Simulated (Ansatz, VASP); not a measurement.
# Lu: VASP beside Ansatz

File INCAR:

```
SYSTEM = Lu
PREC     = Accurate       ! precision mode
ENCUT    = 600            ! plane-wave cutoff, eV
EDIFF    = 1E-7           ! SCF threshold, eV
ISMEAR   = -1             ! smearing method
SIGMA    = 0.05           ! smearing width, eV
LREAL    = .False.        ! projectors in reciprocal space
LASPH    = .True.         ! aspherical terms in the spheres
NELM     = 80             ! most SCF steps
ALGO     = Normal         ! electronic algorithm
ISIF     = 3              ! what is computed and relaxed
LWAVE    = .False.        ! write WAVECAR
LCHARG   = .False.        ! write CHGCAR
GGA      = PE             ! functional
IBRION   = 2              ! ionic algorithm
NSW      = 45             ! ionic steps
EDIFFG   = -0.005         ! ionic threshold
```

Contents of KPOINTS:

```
Automatic mesh
0
Gamma
  15 15 15
  0 0 0
```

POSCAR

```
Lu
1.0
    0.0000000000      2.4373278929      2.4373278929
    2.4373278929      0.0000000000      2.4373278929
    2.4373278929      2.4373278929      0.0000000000
Lu
1
Direct
    0.0000000000      0.0000000000      0.0000000000
```

Input for Ansatz:

```yaml
crystal:
  lattice:
    - [0.0, 2.4373278929, 2.4373278929]
    - [2.4373278929, 0.0, 2.4373278929]
    - [2.4373278929, 2.4373278929, 0.0]
  atoms:
    - { symbol: Lu, position: [0.0, 0.0, 0.0] }
kpoints:
  mp_grid: { grid: [15, 15, 15] }
scf:
  occupations: { method: fermi_dirac, width: 0.05 }
hamiltonian:
  xc: pbe
  pseudopotentials: { kind: all_electron, lapw: { basis_error: 0.0005 } }
output:
  forces: true
  stress: true
  eigenvalues: true
  populations: true
relax:
  f_tol: 0.005
  max_steps: 25
  cell: {}
```

Alike in both runs: task relaxation of cell and atoms; functional PBE; k mesh 15 × 15 × 15; occupations fermi-dirac, width 0.05 eV; no spin polarisation.

|  | VASP | Ansatz |
| --- | --- | --- |
| version | VASP 6.6.1 | Ansatz 0.2.0 |
| potentials or method | VASP PAW PBE potentials, release 64 (Lu), cutoff 600 eV | all-electron LAPW, scalar-relativistic |

```csv
,VASP,Ansatz,Ansatz less VASP
relaxed volume (Å³/atom),29.09,28.96,-0.129
relaxed length of the cell vector where the two differ most in proportion (Å),3.452,3.447,-0.0051
```

Ansatz ran all-electron here, and VASP with PAW potentials.

Spin-orbit coupling is off throughout.
